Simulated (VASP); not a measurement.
Wanted: the native input for a VASP 6.6.1 run.

```
Task                   : single point
Functional             : PBEsol
Potentials or basis    : VASP PAW PBE potentials, release 64 (Mg, Sn_d, Se)
Cutoff                 : 600 eV
k mesh                 : 4 × 4 × 2
Occupations            : fermi-dirac, width 0.05 eV
Spin                   : no spin polarisation
Dipole correction      : no
Further INCAR settings : ALGO = Normal; EDIFF = 1e-06; NBANDS = 32
```

The structure of Mg3SnSe4 lies in POSCAR:

```
Mg3SnSe4
1.0
    3.9707329801     -0.0000727839      0.0000208494
   -0.0000721238      3.9704143404     -0.0001257936
    0.0002002354     -0.0001421219     11.1675825122
Mg Sn Se
3 1 4
Direct
    0.4995807279      0.4981180351      0.7402420214
    0.0006983141     -0.0014717145      0.4986120127
    0.4995942005      0.4979444395      0.2569291401
   -0.0000758934     -0.0017723655     -0.0013757998
   -0.0003373027     -0.0021637810      0.2577487038
    0.4998101522      0.4980211842     -0.0014217949
   -0.0003710692     -0.0021416675      0.7395908761
    0.4998752771      0.4979636869      0.4985913516
```

One way to write it, as run:

INCAR

```
PREC = Accurate
ENCUT = 600
EDIFF = 1E-6
ISMEAR = -1
SIGMA = 0.05
LREAL = False
LASPH = True
NELM = 120
ALGO = Normal
ISIF = 2
LWAVE = False
LCHARG = False
GGA = PS
NBANDS = 32
GGA_COMPAT = False
```

KPOINTS

```
regular mesh
0
Gamma
  4 4 2
```

Potentials or basis: VASP PAW PBE potentials, release 64 (Mg, Sn_d, Se).

Launch:

```sh
$ cat potpaw_PBE.64/Mg/POTCAR potpaw_PBE.64/Sn_d/POTCAR potpaw_PBE.64/Se/POTCAR > POTCAR
$ mpirun -np 1 vasp_std > vasp.out
```

Results of the run:

```yaml
Pressure: 0.0 GPa
Largest_force: 0.011 eV/Å
Band_gap_on_the_k_mesh: zero (bands 22 and 23 overlap by 0.38 eV)
```

Caveat: the k points lie up to 0.40 Å⁻¹ apart; semilocal functionals underestimate gaps, so a narrow gap can read as zero; the PAW data sets were made with another functional, which shifts forces and pressure a little; spin-orbit coupling is left out, which moves the levels of the heavy elements.

Wall time 3.7 min on 1 thread of Intel Xeon 8259CL, with other jobs on the host, peak memory 0.37 GiB.
